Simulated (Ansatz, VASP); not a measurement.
## Y: VASP beside Ansatz

INCAR

```
ALGO = Fast ; EDIFF = 1E-6
ENCUT = 520 ; GGA = PS
ISIF = 2 ; ISMEAR = -1
LASPH = True ; LCHARG = False
LREAL = False ; LWAVE = False
NBANDS = 30 ; NELM = 100
PREC = Accurate ; SIGMA = 0.05
```

Contents of KPOINTS:

```
k-points
0
Gamma
  8 8 3
```

Contents of POSCAR:

```
Y
1.0
    3.5681856401      0.0000000000      0.0000000000
   -1.7840928201      3.0901394097      0.0000000000
    0.0000000000      0.0000000000     11.6023455607
Y
4
Direct
    0.6666666667      0.3333333333      0.7500000000
    0.0000000000      0.0000000000      0.5000000000
    0.3333333333      0.6666666667      0.2500000000
    0.0000000000      0.0000000000      0.0000000000
```

input.yaml

```yaml
crystal:
  lattice:
    - [3.5681856401, 0.0, 0.0]
    - [-1.7840928201, 3.0901394097, 0.0]
    - [0.0, 0.0, 11.6023455607]
  atoms:
    - { symbol: "Y", position: [0.6666666667, 0.3333333333, 0.75] }
    - { symbol: "Y", position: [0.0, 0.0, 0.5] }
    - { symbol: "Y", position: [0.3333333333, 0.6666666667, 0.25] }
    - { symbol: "Y", position: [0.0, 0.0, 0.0] }
kpoints:
  mp_grid: { grid: [8, 8, 3] }
scf:
  occupations: { method: fermi_dirac, width: 0.05 }
hamiltonian:
  xc: pbesol
  pseudopotentials: { kind: all_electron, lapw: { basis_error: 0.001 } }
output:
  forces: true
  stress: true
  eigenvalues: true
```

Change from the starting cell: volume scaled by 0.94.

Alike in both runs: task single point; functional PBEsol; k mesh 8 × 8 × 3; occupations fermi-dirac, width 0.05 eV; no spin polarisation.

|  | VASP | Ansatz |
| --- | --- | --- |
| version | VASP 6.6.1 | Ansatz 0.2.0 |
| potentials or method | VASP PAW PBE potentials, release 64 (Y_sv), cutoff 520 eV | all-electron LAPW, scalar-relativistic |

|  | VASP | Ansatz | Ansatz less VASP |
| --- | --- | --- | --- |
| gap on the k mesh at the Fermi level (eV) | none | none | - |
| pressure (GPa) | -1.5 | -1.4 | +0.11 |
| traceless stress, the component that is largest in VASP (GPa) | -0.34 | -0.34 | -0.004 |

VASP's potentials were made for PBE, not for PBEsol. A gap of «none» marks a metal or a gap that the smearing closes. Ansatz ran all-electron here, and VASP with PAW potentials.
